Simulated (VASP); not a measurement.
# Te (Pmma) in VASP: single point with r2SCAN

Aim: the single point of Te with r2SCAN.

Program: VASP 6.6.1. These are calculated values, not measurements. Logs are shortened: lines on timing, memory, paths and dates and some standing lists are left out, and cuts for length are marked.

### 1 The cell of the first run

The structure is orthorhombic, space group Pmma (No. 51). The conventional cell has a = 9.214 Å, b = 3.152 Å, c = 4.457 Å, α = 90.00°, β = 90.00°, γ = 90.00°. Te (site symmetry mm2) has 6 Te at 3.14 to 3.27 Å within 4.1 Å. Within 4.1 Å of Te (site symmetry 2/m) lie 6 Te at 3.14 to 3.27 Å.

### 2 Single point, r2SCAN

POSCAR

```
Te
1.0
    9.2140158900      0.0000000000      0.0000000000
    0.0000000000      3.1522016400      0.0000000000
    0.0000000000      0.0000000000      4.4566412000
Te
4
Direct
    0.7500000000      0.5000000000      0.5206231000
    0.2500000000      0.5000000000      0.4793769000
    0.0000000000      0.5000000000      0.0000000000
    0.5000000000      0.5000000000      0.0000000000
```

INCAR.step1

```
PREC     = Accurate       # precision mode
ENCUT    = 520            # plane-wave cutoff, eV
ISMEAR   = 0              # smearing method
SIGMA    = 0.05           # smearing width, eV
LREAL    = False          # projectors in reciprocal space
LASPH    = True           # aspherical terms in the spheres
NELM     = 60             # most SCF steps
NBANDS   = 20             # bands
GGA      = PE             # functional
ALGO     = Normal         # electronic algorithm
EDIFF    = 1E-4           # SCF threshold, eV
LWAVE    = True           # write WAVECAR
LCHARG   = False          # write CHGCAR
```

INCAR.step2

```
PREC     = Accurate       # precision mode
ENCUT    = 520            # plane-wave cutoff, eV
EDIFF    = 1E-6           # SCF threshold, eV
ISMEAR   = 0              # smearing method
SIGMA    = 0.05           # smearing width, eV
LREAL    = False          # projectors in reciprocal space
LASPH    = True           # aspherical terms in the spheres
NELM     = 60             # most SCF steps
ALGO     = Normal         # electronic algorithm
ISIF     = 2              # what is computed and relaxed
LWAVE    = False          # write WAVECAR
LCHARG   = False          # write CHGCAR
METAGGA  = R2SCAN         # meta-GGA
LMIXTAU  = True         
NBANDS   = 20             # bands
ISTART   = 1
```

KPOINTS

```
Automatic mesh
0
Gamma
  4 10 6
```

Potentials or basis: VASP PAW PBE potentials, release 64 (Te).

Run with:

```sh
$ cat potpaw_PBE.64/Te/POTCAR > POTCAR
$ cp INCAR.step1 INCAR
$ mpirun -np 1 vasp_std > vasp.out
$ cp INCAR.step2 INCAR
$ mpirun -np 1 vasp_std > vasp.out
```

OUTCAR:

```text
PREC = Accurate
   ENCUT = 520
   EDIFF = 1E-6
   ISMEAR = 0
   LREAL = False
   LASPH = True
   NELM = 60
   ISIF = 2
   METAGGA = R2SCAN
   ISTART = 1

 ion  position               nearest neighbor table
   1  0.750  0.500  0.521-   3 3.14   4 3.14   3 3.27   4 3.27
   2  0.250  0.500  0.479-   3 3.14   4 3.14   3 3.27   4 3.27
   3  0.000  0.500  0.000-   1 3.14   2 3.14   1 3.27   2 3.27
   4  0.500  0.500  0.000-   1 3.14   2 3.14   1 3.27   2 3.27

  LATTYP: Found a simple orthorhombic cell.
 ALAT       =     3.1522016400
 B/A-ratio  =     1.4138185652
 C/A-ratio  =     2.9230413985

  Lattice vectors:

 A1 = (   0.0000000000,   3.1522016400,   0.0000000000)
 A2 = (   0.0000000000,   0.0000000000,   4.4566412000)
 A3 = (   9.2140158900,   0.0000000000,   0.0000000000)

Analysis of symmetry for initial positions (statically):
=====================================================================
 Subroutine PRICEL returns:
 Original cell was already a primitive cell.

 Routine SETGRP: Setting up the symmetry group for a
 simple orthorhombic supercell.

 Subroutine GETGRP returns: Found  8 space group operations
 (whereof  4 operations were pure point group operations)
 out of a pool of  8 trial point group operations.

The static configuration has the point symmetry C_2h.
 The point group associated with its full space group is D_2h.

Analysis of symmetry for dynamics (positions and initial velocities):
=====================================================================
 Subroutine PRICEL returns:
 Original cell was already a primitive cell.

 Routine SETGRP: Setting up the symmetry group for a
 simple orthorhombic supercell.

 Subroutine GETGRP returns: Found  8 space group operations
 (whereof  4 operations were pure point group operations)
 out of a pool of  8 trial point group operations.

The dynamic configuration has the point symmetry C_2h.
 The point group associated with its full space group is D_2h.

 Subroutine INISYM returns: Found  8 space group operations
 (whereof  4 operations are pure point group operations),
 and found     1 'primitive' translations

----------------------------------------------------------------------------------------

                                     Primitive cell

[... 91 lines left out ...]
   LASPH  =      T    aspherical Exc in radial PAW
   ENCUT  =  520.0 eV  38.22 Ry    6.18 a.u.  17.13  5.86  8.29*2*pi/ulx,y,z
   NELM   =     60;   NELMIN=  2; NELMDL=  0     # of ELM steps
   EDIFF  = 0.1E-05   stopping-criterion for ELM
   LREAL  =      F    real-space projection
   EDIFFG = 0.1E-04   stopping-criterion for IOM
   NSW    =      0    number of steps for IOM
   IBRION =     -1    ionic relax: 0-MD 1-quasi-New 2-CG
   NFREE  =      0    steps in history (QN), initial steepest desc. (CG)
   ISIF   =      2    stress and relaxation
   ISYM   =      2    0-nonsym 1-usesym 2-fastsym
   POTIM  = 0.5000    time-step for ionic-motion
   TEBEG  =    0.0;   TEEND  =   0.0 temperature during run
   PSTRESS=    0.0 pullay stress
   NELECT =      24.0000    total number of electrons
   NUPDOWN=      -1.0000    fix difference up-down
   EMIN   =  10.00;   EMAX   =-10.00  energy-range for DOS
   EFERMI =   0.00;   METHOD = LEGACY
   ISMEAR =     0;   SIGMA  =   0.05  broadening in eV -4-tet -1-fermi 0-gaus
   EFERMI_NEDOS =   21; number of points for ismear=-14 and -15
   IALGO  =     38    algorithm
   IMIX   =      4    mixing-type and parameters
     AMIX     =   0.40;   BMIX     =  1.00
     AMIX_MAG =   1.60;   BMIX_MAG =  1.00
  volume/ion in A,a.u.               =      32.36       218.38
  Fermi-wavevector in a.u.,A,eV,Ry     =   0.933516  1.764089 11.856823  0.871452
  Thomas-Fermi vector in A             =   2.060225
   LORBIT       =      0    0 simple, 1 ext, 2 COOP (PROOUT), +10 PAW based schemes
   METAGGA = R2SCAN    functional components
   LHFCALC =     F    Hartree Fock is set to
   AEXX    =    0.0000 exact exchange contribution
   IVDW    =     0    specifies the selected vdW correction
   LEPSILON=     F    determine dielectric tensor
   LRPA    =     F    only Hartree local field effects (RPA)
 non-spin polarized calculation
 Gauss-broadening in eV      SIGMA  =   0.05
  energy-cutoff  :      520.00
  volume of cell :      129.44
 maximum number of plane-waves:      3515
 NGX is ok and might be reduce to    70
   NGX = 35   NGY = 11   NGZ = 17

 number of electron      23.9999998 magnetization

 Free energy of the ion-electron system (eV)
  ---------------------------------------------------
  ext. energy  EPLUGINS =         0.00000000
  ---------------------------------------------------
  free energy    TOTEN  =      -101.35079452 eV

  energy without entropy =     -101.34653951  energy(sigma->0) =     -101.34866702

 E-fermi :   6.5456     XC(G=0):  -9.7934

 val. band max:        6.5407354781   @ k =   0.5000   0.2000   0.3333
 cond. band min:       6.5623267899   @ k =   0.0000   0.2000   0.1667
 fundamental gap:      0.0215913119
 Fermi energy:         6.5456027830

 k-point     1 :       0.0000    0.0000    0.0000
  band No.  band energies     occupation
      1      -7.8441      2.00000
      2      -6.4191      2.00000
      3      -6.4144      2.00000
      4      -4.1596      2.00000
      5       1.5315      2.00000
      6       1.8981      2.00000
[... 541 lines left out ...]
     19      13.7976      0.00000
     20      13.7976      0.00000

 [... further k-points ...]

------------------------ aborting loop because EDIFF is reached ----------------------------------------

  FORCE on cell =-STRESS in cart. coord.  units (eV):
  Direction    XX          YY          ZZ          XY          YZ          ZX
  --------------------------------------------------------------------------------------
  -------------------------------------------------------------------------------------
  Total       -0.2612716      0.3230515      0.2876515      0.0000000      0.0000000      0.0000000
  in kB       -3.2339415      3.9986349      3.5604637      0.0000000      0.0000000      0.0000000
  external PRESSURE =       1.4417190 kB  Pullay stress =       0.0000000 kB

 VOLUME and BASIS-vectors are now :
 -----------------------------------------------------------------------------
  energy-cutoff  :      520.00
  volume of cell :      129.44
      direct lattice vectors                 reciprocal lattice vectors
     9.214015890  0.000000000  0.000000000     0.108530310  0.000000000  0.000000000
     0.000000000  3.152201640  0.000000000     0.000000000  0.317238589  0.000000000
     0.000000000  0.000000000  4.456641200     0.000000000  0.000000000  0.224384229

 POSITION                                       TOTAL-FORCE (eV/Angst)
 -----------------------------------------------------------------------------------
      6.91051      1.57610      2.32023         0.000000      0.000000      0.000603
      2.30350      1.57610      2.13641        -0.000000     -0.000000     -0.000603
      0.00000      1.57610      0.00000        -0.000000     -0.000000      0.000000
      4.60701      1.57610      0.00000        -0.000000     -0.000000      0.000000
 -----------------------------------------------------------------------------------
    total drift:                                0.000000     -0.000000     -0.000000

  FREE ENERGIE OF THE ION-ELECTRON SYSTEM (eV)
  ---------------------------------------------------
  free  energy   TOTEN  =      -101.3507945213 eV

  energy  without entropy=     -101.3465395094  energy(sigma->0) =     -101.34866702
```

Wall time 7.1 min (1 thread of Intel Xeon Platinum 8259CL at 2.50GHz (Skylake/Cascade Lake), shared host); peak memory 0.33 GiB.

What came out:

```
Free energy            : -101.3508 eV
Pressure               : 0.1 GPa
Band gap on the k mesh : zero (bands 12 and 13 overlap by 4.11 eV)
```

Stress tensor (GPa, compression positive):
```
-0.32  0.00  0.00
 0.00  0.40  0.00
 0.00  0.00  0.36
```

Caveat: the PAW data sets were made with another functional, which shifts forces and pressure a little; spin-orbit coupling is left out, which moves the levels of the heavy elements.

The gap in the log of VASP goes by the Fermi energy; the results here count the filled bands.